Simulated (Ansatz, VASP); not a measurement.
# Ni in VASP and in Ansatz

INCAR

```
PREC = Accurate
ENCUT = 600
EDIFF = 1E-6
ISMEAR = -1
SIGMA = 0.1
LREAL = False
LASPH = True
NELM = 120
ALGO = Normal
ISIF = 2
LWAVE = False
LCHARG = False
GGA = CA
NBANDS = 11
GGA_COMPAT = False
```

KPOINTS

```
Automatic mesh
0
Gamma
  16 16 16
```

POSCAR

```
Ni
1.0
    2.2885635912      0.0000000000      0.0000000000
    0.0000000000      2.2885635912      0.0000000000
    0.0000000000      0.0000000000      2.2885635912
Ni
1
Direct
    0.0000000000      0.0000000000      0.0000000000
```

Input for Ansatz:

```yaml
crystal:
  lattice:
    - [2.2885635912, 0.0, 0.0]
    - [0.0, 2.2885635912, 0.0]
    - [0.0, 0.0, 2.2885635912]
  atoms:
    - { symbol: Ni, position: [0.0, 0.0, 0.0] }
hamiltonian:
  xc: lda
  pseudopotentials:
    kind: paw
    azcp:
      Ni: "pseudopotentials/Ni.paw.azcp"
basis:
  ecutwfc: 420
  fft_grid_basis: typed
kpoints:
  mp_grid: { grid: [16, 16, 16], shift: [0, 0, 0] }
magnetization:
  spin_polarized: false
scf:
  occupations: { method: fermi_dirac, width: 0.1 }
  lower_state_search: "off"
output:
  stress: true
  write_density: true
  write_potential: true
  elf: true
  volumetric_format: npy
```

Alike in both runs: task single point; functional LDA; k mesh 16 × 16 × 16; occupations fermi-dirac, width 0.1 eV; no spin polarisation.

|  | VASP | Ansatz |
| --- | --- | --- |
| version | VASP 6.6.1 | Ansatz 0.2.0 |
| potentials or method | VASP PAW LDA potentials, release 64 (Ni), cutoff 600 eV | plane waves (420 eV) with PAW, scalar-relativistic |
| valence electrons in the cell | 10 | 18 |

Ansatz gave:

* pressure (GPa): -6.8

**Question.** Estimate VASP's values.

**Answer.** Pressure (GPa): -6.9.

Ansatz warns that its potentials were made for another functional, while VASP's fit it. LDA's correlation is that of Perdew and Zunger in VASP and of Perdew and Wang (1992) in Ansatz. VASP's potentials hold 10 valence electrons a cell and Ansatz's 18, so a difference there can come from the potentials and not from the codes.
